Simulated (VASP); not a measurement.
Crystal: Sb.

```
CELL_PARAMETERS angstrom
0.00000 2.32284 2.32284
2.32284 0.00000 2.32284
2.32284 2.32284 0.00000
ATOMIC_POSITIONS crystal
Sb 0.00000 0.00000 0.00000
```

Base run:

| Item | Value |
| --- | --- |
| Program | VASP 6.6.1 |
| Functional | PBE |
| Potentials or basis | VASP PAW PBE potentials, release 64 (Sb) |
| Cutoff | 520 eV |
| k mesh | 10 × 10 × 10 |
| Occupations | fermi-dirac, width 0.05 eV |
| Spin | no spin polarisation |

Its results: pressure 6.2 GPa.

Problem. The run is repeated on the same cell with these changes: functional from PBE to PBE0; k mesh from 10 × 10 × 10 to 6 × 6 × 6. What comes out?

Solution. Pressure 2.8 GPa.

Several settings changed at once, so the effect can't be laid on one alone.

Caveats: some runs use coarse meshes; the PAW data sets were made with another functional, which shifts forces and pressure a little (some runs).
